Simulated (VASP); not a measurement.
Write the native input for VASP 6.6.1 that does the following.

| Item | Value |
| --- | --- |
| Task | relaxation of cell and atoms |
| Functional | PBEsol |
| Potentials or basis | VASP PAW PBE potentials, release 64 (Zr_sv) |
| Cutoff | 500 eV |
| k mesh | 8 × 8 × 8 |
| Occupations | fermi-dirac, width 0.05 eV |
| Spin | no spin polarisation |
| Dipole correction | no |
| Further INCAR settings | ALGO = Normal; EDIFF = 1e-07; IBRION = 2; EDIFFG = -0.005; NSW = 80; ISIF = 3 |

The structure of Zr lies in POSCAR:

```
Zr
1.0
   -1.8100000000      1.8100000000      1.8100000000
    1.8100000000     -1.8100000000      1.8100000000
    1.8100000000      1.8100000000     -1.8100000000
Zr
1
Direct
    0.0000000000      0.0000000000      0.0000000000
```

The input as run:

INCAR

```
SYSTEM = Zr
PREC = Accurate
ENCUT = 500
EDIFF = 1E-7
ISMEAR = -1
SIGMA = 0.05
LREAL = .FALSE.
LASPH = .TRUE.
NELM = 120
ALGO = Normal
ISIF = 3
LWAVE = .FALSE.
LCHARG = .FALSE.
GGA = PS
IBRION = 2
NSW = 80
EDIFFG = -0.005
GGA_COMPAT = .FALSE.
NELMIN = 4
```

KPOINTS

```
Automatic mesh
0
G
  8 8 8
  0 0 0
```

Potentials or basis: VASP PAW PBE potentials, release 64 (Zr_sv).

Run with:

```console
$ cat potpaw_PBE.64/Zr_sv/POTCAR > POTCAR
$ mpirun -np 1 vasp_std > vasp.out
```

Results of the run:

```
Relaxed volume                         : 22.01 Å³/atom
Relaxed cell                           : a = 3.058 Å, b = 3.058 Å, c = 3.058 Å, α = 109.47°, β = 109.47°, γ = 109.47°
Space group after relaxing (to 0.05 Å) : Im-3m (No. 229)
Energy gained by relaxing              : 35.2 meV/atom
Ionic steps                            : 6
Pressure after relaxing                : 0.0 GPa
Band gap on the k mesh                 : zero (band 6 reaches 10.35 eV, above the bottom of band 7 at 8.61 eV)
```

Caveat: the PAW data sets were made with another functional, which shifts forces and pressure a little.

Run time: 39 s on 1 thread of Intel Xeon 8259CL, with other jobs on the host, peak memory 0.14 GiB.
